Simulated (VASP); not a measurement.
MgF2: single point with PBE

The system is MgF2.

```
CELL_PARAMETERS angstrom
4.48619 0.00000 0.00000
0.00000 4.48619 0.00000
0.00000 0.00000 3.17650
ATOMIC_POSITIONS crystal
Mg 0.50000 0.50000 0.50000
Mg 0.00000 0.00000 0.00000
F 0.69597 0.69597 0.00000
F 0.80403 0.19597 0.50000
F 0.30403 0.30403 0.00000
F 0.19597 0.80403 0.50000
```

This cell differs from its parent crystal: biaxial strain in the a-b plane: -4.5 %.

| Property | Result |
| --- | --- |
| Program | VASP 6.6.1 |
| Task | single point |
| Functional | PBE |
| Potentials or basis | VASP PAW PBE potentials, release 64 (Mg, F) |
| Cutoff | 600 eV |
| k mesh | 6 × 6 × 8 |
| Occupations | gaussian, width 0.02 eV |
| Spin | no spin polarisation |

| Quantity | Value |
| --- | --- |
| Pressure | 5.5 GPa |
| Largest force | 0.049 eV/Å |
| Band gap on the k mesh | 7.14 eV, direct |

Forces on the atoms (eV/Å):
```
Mg   0.000  0.000  0.000
Mg   0.000  0.000  0.000
F   -0.034 -0.034  0.000
F    0.034 -0.034  0.000
F    0.034  0.034  0.000
F   -0.034  0.034  0.000
```

Stress tensor (GPa, compression positive):
```
 8.41  0.00  0.00
 0.00  8.41  0.00
 0.00  0.00 -0.23
```

Levels at points of the mesh, in eV from the valence-band top:
```csv
k point,band 14,band 15,band 16,band 17,band 18,band 19
"(0.00, 0.00, 0.00)",-0.24,-0.24,0.00,7.14,12.23,12.23
"(0.50, 0.00, 0.00)",-1.03,-0.35,-0.35,9.63,9.63,13.39
"(0.50, 0.50, 0.00)",-0.86,-0.67,-0.67,11.42,11.42,11.42
"(0.00, 0.00, 0.50)",-1.21,-0.82,-0.82,11.67,11.67,14.78
"(0.50, 0.00, 0.50)",-0.66,-0.61,-0.61,12.80,12.80,13.32
"(0.50, 0.50, 0.50)",-0.55,-0.41,-0.41,13.34,13.34,13.69
```

It took 29 s on 1 thread of Intel(R) Xeon(R) 6975P-C (Granite Rapids), on a shared host, peak memory 0.22 GiB.

Caveat: the cell differs from its parent crystal (biaxial strain in the a-b plane: -4.5 %). A k mesh can miss the band edges.
